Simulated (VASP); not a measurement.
# Se (R-3m) in VASP: a series of runs

Se is run at these levels: LDA; tasks: single point.

All numbers are computed with VASP 6.6.1; they aren't measurements. Logs are shortened: lines on timing, memory, paths and dates and some standing lists are left out, and cuts for length are marked.

### Step 1. The cell of the first run

Symmetry: R-3m, No. 166, trigonal system. Conventional cell: a = 4.203 Å, b = 4.203 Å, c = 10.295 Å, α = 90.00°, β = 90.00°, γ = 120.00°. Se (site symmetry 3m) has 1 Se at 1.80 Å within 2.4 Å.

### Step 2. Single point, LDA (shortest bond scaled by 0.7)

File INCAR:

```
ALGO     = Normal         # electronic algorithm
EDIFF    = 1E-6           # SCF threshold, eV
ENCUT    = 520            # plane-wave cutoff, eV
ISIF     = 2              # what is computed and relaxed
ISMEAR   = -1             # smearing method
LASPH    = T              # aspherical terms in the spheres
LCHARG   = F              # write CHGCAR
LREAL    = F              # projectors in reciprocal space
LWAVE    = F              # write WAVECAR
NBANDS   = 13             # bands
NELM     = 60             # most SCF steps
PREC     = Accurate       # precision mode
SIGMA    = 0.05           # smearing width, eV
```

File KPOINTS:

```
k-points
0
Gamma
  9 9 9
```

File POSCAR:

```
Se
1.0
    0.0000000000      2.9719609764      2.9719609764
    2.9719609764      0.0000000000      2.9719609764
    2.9719609764      2.9719609764      0.0000000000
Se
2
Direct
   -0.2375000000     -0.0875000000     -0.0875000000
    0.2375000000      0.0875000000      0.0875000000
```

Potentials or basis: VASP PAW LDA potentials, release 64 (Se).

The run is started by

```
> cat potpaw_LDA.64/Se/POTCAR > POTCAR
> mpirun -np 1 vasp_std > vasp.out
```

OUTCAR:

```text
EDIFF = 1E-6
   ENCUT = 520
   ISIF = 2
   ISMEAR = -1
   LASPH = T
   LREAL = F
   NELM = 60
   PREC = Accurate

 ion  position               nearest neighbor table
   1  0.763  0.913  0.913-   2 1.80
   2  0.237  0.087  0.087-   1 1.80

  LATTYP: Found a face centered cubic cell.
 ALAT       =     5.9439219528

  Lattice vectors:

 A1 = (   0.0000000000,   2.9719609764,   2.9719609764)
 A2 = (   2.9719609764,   0.0000000000,   2.9719609764)
 A3 = (   2.9719609764,   2.9719609764,   0.0000000000)

Analysis of symmetry for initial positions (statically):
=====================================================================
 Subroutine PRICEL returns:
 Original cell was already a primitive cell.

 Routine SETGRP: Setting up the symmetry group for a
 face centered cubic supercell.

 Subroutine GETGRP returns: Found 12 space group operations
 (whereof  4 operations were pure point group operations)
 out of a pool of 48 trial point group operations.

The static configuration has the point symmetry C_2h.
 The point group associated with its full space group is D_3d.

Analysis of symmetry for dynamics (positions and initial velocities):
=====================================================================
 Subroutine PRICEL returns:
 Original cell was already a primitive cell.

 Routine SETGRP: Setting up the symmetry group for a
 face centered cubic supercell.

 Subroutine GETGRP returns: Found 12 space group operations
 (whereof  4 operations were pure point group operations)
 out of a pool of 48 trial point group operations.

The dynamic configuration has the point symmetry C_2h.
 The point group associated with its full space group is D_3d.

 Subroutine INISYM returns: Found 12 space group operations
 (whereof  4 operations are pure point group operations),
 and found     1 'primitive' translations

----------------------------------------------------------------------------------------

                                     Primitive cell

  volume of cell :      52.5000

  direct lattice vectors                    reciprocal lattice vectors
     0.000000000  2.971960976  2.971960976    -0.168239087  0.168239087  0.168239087
     2.971960976  0.000000000  2.971960976     0.168239087 -0.168239087  0.168239087
     2.971960976  2.971960976  0.000000000     0.168239087  0.168239087 -0.168239087

  length of vectors
     4.202987520  4.202987520  4.202987520     0.291398646  0.291398646  0.291398646

  position of ions in fractional coordinates (direct lattice)
     0.762500000  0.912500000  0.912500000
     0.237500000  0.087500000  0.087500000

  ion indices of the primitive-cell ions
   primitive index   ion index
                 1           1
                 2           2

----------------------------------------------------------------------------------------

 KPOINTS: k-points

Automatic generation of k-mesh.
 Grid dimensions read from file:
 generate k-points for:    9    9    9

 Generating k-lattice:

  Cartesian coordinates                     Fractional coordinates (reciprocal lattice)
    -0.018693232  0.018693232  0.018693232     0.111111111  0.000000000  0.000000000
     0.018693232 -0.018693232  0.018693232     0.000000000  0.111111111  0.000000000
     0.018693232  0.018693232 -0.018693232     0.000000000  0.000000000  0.111111111

  Length of vectors
     0.032377627  0.032377627  0.032377627

  Shift w.r.t. Gamma in fractional coordinates (k-lattice)
     0.000000000  0.000000000  0.000000000

 Subroutine IBZKPT returns following result:
 ===========================================

 Found     85 irreducible k-points:

 Following reciprocal coordinates:
            Coordinates               Weight
  0.000000  0.000000  0.000000      1.000000
  0.111111  0.000000  0.000000      2.000000
  0.000000  0.111111  0.000000      6.000000
  0.222222  0.000000  0.000000      2.000000
  0.000000  0.222222  0.000000      6.000000
  0.333333  0.000000  0.000000      2.000000
[... 16 lines left out ...]
 -0.333333  0.111111  0.000000      6.000000
  0.000000 -0.333333  0.111111     12.000000
 [... further k-points ...]
   k-points           NKPTS =     85   k-points in BZ     NKDIM =     85   number of bands    NBANDS=     13
   number of dos      NEDOS =    301   number of ions     NIONS =      2
   total plane-waves  NPLWV =  32768
   dimension x,y,z NGX =    32 NGY =   32 NGZ =   32
   dimension x,y,z NGXF=    64 NGYF=   64 NGZF=   64
   ions per type =               2
   NGX,Y,Z   is equivalent  to a cutoff of  12.66, 12.66, 12.66 a.u.
   NGXF,Y,Z  is equivalent  to a cutoff of  25.31, 25.31, 25.31 a.u.
 SYSTEM =  unknown system
   PREC   = accura    normal or accurate (medium, high low for compatibility)
   ISTART =      0    job   : 0-new  1-cont  2-samecut
   ICHARG =      2    charge: 1-file 2-atom 10-const
   ISPIN  =      1    spin polarized calculation?
   LNONCOLLINEAR =      F non collinear calculations
   LSORBIT =      F    spin-orbit coupling
   LASPH  =      T    aspherical Exc in radial PAW
   ENCUT  =  520.0 eV  38.22 Ry    6.18 a.u.   7.81  7.81  7.81*2*pi/ulx,y,z
   NELM   =     60;   NELMIN=  2; NELMDL= -5     # of ELM steps
   EDIFF  = 0.1E-05   stopping-criterion for ELM
   LREAL  =      F    real-space projection
   EDIFFG = 0.1E-04   stopping-criterion for IOM
   NSW    =      0    number of steps for IOM
   IBRION =     -1    ionic relax: 0-MD 1-quasi-New 2-CG
   NFREE  =      0    steps in history (QN), initial steepest desc. (CG)
   ISIF   =      2    stress and relaxation
   ISYM   =      2    0-nonsym 1-usesym 2-fastsym
   POTIM  = 0.5000    time-step for ionic-motion
   TEBEG  =    0.0;   TEEND  =   0.0 temperature during run
   PSTRESS=    0.0 pullay stress
   NELECT =      12.0000    total number of electrons
   NUPDOWN=      -1.0000    fix difference up-down
   EMIN   =  10.00;   EMAX   =-10.00  energy-range for DOS
   EFERMI =   0.00;   METHOD = LEGACY
   ISMEAR =    -1;   SIGMA  =   0.05  broadening in eV -4-tet -1-fermi 0-gaus
   EFERMI_NEDOS =   21; number of points for ismear=-14 and -15
   IALGO  =     38    algorithm
   IMIX   =      4    mixing-type and parameters
     AMIX     =   0.40;   BMIX     =  1.00
     AMIX_MAG =   1.60;   BMIX_MAG =  1.00
  volume/ion in A,a.u.               =      26.25       177.14
  Fermi-wavevector in a.u.,A,eV,Ry     =   1.000957  1.891535 13.631884  1.001915
  Thomas-Fermi vector in A             =   2.133348
   LORBIT       =      0    0 simple, 1 ext, 2 COOP (PROOUT), +10 PAW based schemes
   GGA     = CA    functional components
   LHFCALC =     F    Hartree Fock is set to
   AEXX    =    0.0000 exact exchange contribution
   IVDW    =     0    specifies the selected vdW correction
   LEPSILON=     F    determine dielectric tensor
   LRPA    =     F    only Hartree local field effects (RPA)
 non-spin polarized calculation
  energy-cutoff  :      520.00
  volume of cell :       52.50
 maximum number of plane-waves:      1427
   NGX = 15   NGY = 15   NGZ = 15

 number of electron      11.9999999 magnetization

 Free energy of the ion-electron system (eV)
  ---------------------------------------------------
  ext. energy  EPLUGINS =         0.00000000
  ---------------------------------------------------
  free energy    TOTEN  =        -4.59935766 eV

  energy without entropy =       -4.59056217  energy(sigma->0) =       -4.59495992

 E-fermi :   3.7840     XC(G=0):  -9.1087

 val. band max:        3.7824926153   @ k =   0.1111   0.3333   0.2222
 cond. band min:       3.7917796668   @ k =   0.2222   0.0000   0.0000
 fundamental gap:      0.0092870515
 Fermi energy:         3.7840098652

 k-point     1 :       0.0000    0.0000    0.0000
  band No.  band energies     occupation
      1     -14.9903      2.00000
      2      -4.9939      2.00000
      3      -3.2322      2.00000
      4      -0.2052      2.00000
      5      -0.2052      2.00000
      6       2.5045      2.00000
      7       2.5045      2.00000
      8       7.3787      0.00000
      9       7.3918      0.00000
     10      11.6105      0.00000
     11      11.6105      0.00000
     12      12.0162      0.00000
     13      12.0162      0.00000

 k-point     2 :       0.1111    0.0000    0.0000
  band No.  band energies     occupation
      1     -14.9139      2.00000
      2      -5.9220      2.00000
      3      -2.2313      2.00000
      4      -0.4496      2.00000
      5      -0.4496      2.00000
      6       2.9122      2.00000
      7       2.9122      2.00000
      8       6.2271      0.00000
      9       8.8857      0.00000
     10      10.5404      0.00000
     11      10.5404      0.00000
     12      13.4801      0.00000
     13      13.4801      0.00000

 k-point     3 :       0.0000    0.1111    0.0000
  band No.  band energies     occupation
      1     -14.9469      2.00000
      2      -5.2676      2.00000
      3      -3.1226      2.00000
      4      -0.4793      2.00000
      5      -0.2046      2.00000
      6       2.4165      2.00000
      7       2.8635      2.00000
      8       7.2377      0.00000
      9       8.0408      0.00000
     10      11.1758      0.00000
     11      11.3413      0.00000
     12      11.7907      0.00000
     13      13.0731      0.00000
[... 305 lines left out ...]
 k-point    23 :      -0.3333    0.1111    0.0000
  band No.  band energies     occupation
      1     -14.3378      2.00000
      2      -8.4752      2.00000
      3      -1.7776      2.00000
      4      -1.2453      2.00000
      5       0.6380      2.00000
      6       4.4404      0.00000
      7       5.0987      0.00000
      8       6.1406      0.00000
      9       9.5966      0.00000
     10       9.8024      0.00000
     11      11.4962      0.00000
     12      12.2473      0.00000
     13      13.9066      0.00000

 k-point    24 :       0.0000   -0.3333    0.1111
  band No.  band energies     occupation
      1     -14.6367      2.00000
      2      -6.4929      2.00000
      3      -3.1912      2.00000
      4      -1.4220      2.00000
      5      -0.3712      2.00000
      6       2.1881      2.00000
      7       4.7190      0.00000
      8       8.1391      0.00000
      9       9.4961      0.00000
     10      10.5289      0.00000
     11      12.7892      0.00000
     12      13.6339      0.00000
     13      14.5182      0.00000

 [... further k-points ...]
[... 5 lines left out ...]
  --------------------------------------------------------------------------------------
  -------------------------------------------------------------------------------------
  Total       12.8668179     12.8668179     12.8668179    -11.7519718     11.7519718    -11.7519718
  in kB      392.6652187    392.6652187    392.6652187   -358.6427209    358.6427209   -358.6427209
  external PRESSURE =     392.6652187 kB  Pullay stress =       0.0000000 kB

 VOLUME and BASIS-vectors are now :
 -----------------------------------------------------------------------------
  energy-cutoff  :      520.00
  volume of cell :       52.50
      direct lattice vectors                 reciprocal lattice vectors
     0.000000000  2.971960976  2.971960976    -0.168239087  0.168239087  0.168239087
     2.971960976  0.000000000  2.971960976     0.168239087 -0.168239087  0.168239087
     2.971960976  2.971960976  0.000000000     0.168239087  0.168239087 -0.168239087

 POSITION                                       TOTAL-FORCE (eV/Angst)
 -----------------------------------------------------------------------------------
      5.42383      4.97803      4.97803       -11.125278     11.125278     11.125278
      0.52009      0.96589      0.96589        11.125278    -11.125278    -11.125278
 -----------------------------------------------------------------------------------
    total drift:                               -0.000000      0.000000     -0.000000

  FREE ENERGIE OF THE ION-ELECTRON SYSTEM (eV)
  ---------------------------------------------------
  free  energy   TOTEN  =        -4.5993576649 eV

  energy  without entropy=       -4.5905621730  energy(sigma->0) =       -4.59495992
```

It took 26 s on 1 thread of Intel Xeon Platinum 8488C (Sapphire Rapids), shared host; peak memory 0.18 GiB.

Results:

```
Free energy            : -4.5994 eV
Pressure               : 39.3 GPa
Largest force          : 19.270 eV/Å
Band gap on the k mesh : zero (bands 6 and 7 overlap by 2.63 eV)
```

Forces in eV/Å, atoms in the order of the input:
```
Se  -11.125  11.125  11.125
Se   11.125 -11.125 -11.125
```

Stress tensor (GPa, compression positive):
```
 39.27 -35.86 -35.86
-35.86  39.27  35.86
-35.86  35.86  39.27
```

Levels at points of the mesh, in eV from the Fermi level:
| k point | band 3 | band 4 | band 5 | band 6 | band 7 | band 8 | band 9 | band 10 |
| --- | --- | --- | --- | --- | --- | --- | --- | --- |
| (0.00, 0.00, 0.00) | -7.02 | -3.99 | -3.99 | -1.28 | -1.28 | 3.59 | 3.61 | 7.83 |

Caveat: the cell differs from its parent crystal (shortest bond scaled by 0.7); the cell stands under pressure; forces of over 1 eV/Å act on the atoms, so gaps and moduli don't describe the material at rest.

### Step 3. Single point, LDA (shortest bond scaled by 0.64)

File INCAR:

```
SYSTEM = Se
ALGO = Normal ; EDIFF = 1E-6
ENCUT = 520 ; ISIF = 2
ISMEAR = -1 ; LASPH = .True.
LCHARG = .True. ; LELF = .True.
LREAL = .False. ; LVHAR = .True.
LWAVE = .False. ; NBANDS = 13
NELM = 80 ; PREC = Accurate
SIGMA = 0.05
```

File KPOINTS:

```
k-points
0
Gamma
  9 9 9
  0 0 0
```

File POSCAR:

```
Se
1.0
    0.0000000000      2.9719609764      2.9719609764
    2.9719609764      0.0000000000      2.9719609764
    2.9719609764      2.9719609764      0.0000000000
Se
2
Direct
   -0.2600000000     -0.0800000000     -0.0800000000
    0.2600000000      0.0800000000      0.0800000000
```

Potentials or basis: VASP PAW LDA potentials, release 64 (Se).

The run is started by

```
> cat potpaw_LDA.64/Se/POTCAR > POTCAR
> mpirun -np 1 vasp_std > vasp.out
```

Run time: 22 s. Hardware: 1 thread of Intel Xeon Platinum 8488C (Sapphire Rapids), shared host; peak memory 0.18 GiB.

Results (log left out):

- Free energy: -0.1280 eV
- Pressure: 70.8 GPa
- Largest force: 41.051 eV/Å
- Band gap on the k mesh: zero (bands 6 and 7 overlap by 2.34 eV)

Forces in eV/Å, atoms in the order of the input:
```
Se  -23.701  23.701  23.701
Se   23.701 -23.701 -23.701
```

Stress tensor (GPa, compression positive):
```
 70.82 -68.67 -68.67
-68.67  70.82  68.67
-68.67  68.67  70.82
```

Levels at points of the mesh, in eV from the Fermi level:
```tsv
k point	band 4	band 5	band 6	band 7	band 8	band 9
(0.00, 0.00, 0.00)	-5.32	-5.32	-0.94	-0.94	3.16	4.30
```

Caveat: the cell differs from its parent crystal (shortest bond scaled by 0.64); atoms lie so close that the PAW spheres overlap strongly, which falsifies energies and pressures; the cell stands under pressure; forces of over 1 eV/Å act on the atoms, so gaps and moduli don't describe the material at rest.

(Part 1 of 2 ends here.)

The gap in the log of VASP goes by the Fermi energy; the results here count the filled bands.